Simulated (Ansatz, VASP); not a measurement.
# LiH: VASP beside Ansatz

The input POSCAR:

```
LiH
1.0
    3.9985293438      0.0000000000      0.0000000000
    0.0000000000      3.9985293438      0.0000000000
    0.0000000000      0.0000000000      3.9985293438
Li H
4 4
Direct
    0.7501347671      0.7498652329      0.2501347671
    0.7498652329      0.2501347671      0.7501347671
    0.2501347671      0.7501347671      0.7498652329
    0.2498652329      0.2498652329      0.2498652329
    0.2498219698      0.2501780302      0.7498219698
    0.2501780302      0.7498219698      0.2498219698
    0.7498219698      0.2498219698      0.2501780302
    0.7501780302      0.7501780302      0.7501780302
```

INCAR.step1

```
ALGO = Normal ; EDIFF = 1E-4
ENCUT = 520 ; GGA = PE
ISMEAR = -1 ; LASPH = T
LCHARG = F ; LREAL = F
LWAVE = T ; NBANDS = 18
NELM = 80 ; PREC = Accurate
SIGMA = 0.03
```

INCAR.step2

```
ALGO = Normal ; BPARAM = 11.95
CPARAM = 0.0093 ; EDIFF = 1E-6
ENCUT = 520 ; ISIF = 2
ISMEAR = -1 ; ISTART = 1
IVDW_NL = 2 ; LASPH = T
LCHARG = F ; LMIXTAU = T
LREAL = F ; LUSE_VDW = T
LWAVE = F ; METAGGA = R2SCAN
NBANDS = 18 ; NELM = 80
PREC = Accurate ; SIGMA = 0.03
```

File KPOINTS:

```
k-points
0
Gamma
  8 8 8
```

Input for Ansatz:

```yaml
crystal:
  lattice:
    - [3.9985293438, 0.0, 0.0]
    - [0.0, 3.9985293438, 0.0]
    - [0.0, 0.0, 3.9985293438]
  atoms:
    - { symbol: Li, position: [0.7501347671, 0.7498652329, 0.2501347671] }
    - { symbol: Li, position: [0.7498652329, 0.2501347671, 0.7501347671] }
    - { symbol: Li, position: [0.2501347671, 0.7501347671, 0.7498652329] }
    - { symbol: Li, position: [0.2498652329, 0.2498652329, 0.2498652329] }
    - { symbol: H, position: [0.2498219698, 0.2501780302, 0.7498219698] }
    - { symbol: H, position: [0.2501780302, 0.7498219698, 0.2498219698] }
    - { symbol: H, position: [0.7498219698, 0.2498219698, 0.2501780302] }
    - { symbol: H, position: [0.7501780302, 0.7501780302, 0.7501780302] }
kpoints:
  mp_grid: { grid: [8, 8, 8] }
  band_path:
    path:
      - [0.0, 0.0, 0.0]
      - [0.0, 0.5, 0.0]
      - [0.5, 0.5, 0.0]
      - [0.5, 0.5, 0.5]
      - [0.5, 0.0, 0.0]
    npoints: 1
hamiltonian:
  xc: r2scan
  dispersion: rvv10
scf:
  occupations: { method: fermi_dirac, width: 0.03 }
  n_extra_bands: 6
output:
  forces: true
  stress: true
  eigenvalues: true
  write_density: true
  write_potential: true
  elf: true
  volumetric_format: npy
```

Alike in both runs: task single point; functional r2SCAN; dispersion rVV10; k mesh 8 × 8 × 8; occupations fermi-dirac, width 0.03 eV; no spin polarisation.

|  | VASP | Ansatz |
| --- | --- | --- |
| version | VASP 6.6.1 | Ansatz 0.2.0 |
| potentials or method | VASP PAW PBE potentials, release 64 (Li_sv, H) | plane waves, PAW |
| plane-wave cutoff (eV) | 520 | 500 |
| valence electrons in the cell | 16 | 16 |

VASP gave:

| Item | Value |
| --- | --- |
| gap on the k mesh at the Fermi level (eV) | 3.54 |

Problem. Estimate Ansatz's values.

Solution. gap on the k mesh at the Fermi level (eV): 3.59.

VASP's potentials were made for PBE, not for r2SCAN.

Noted on VASP's run: the cutoff is short for stress, so the pressure is rough.
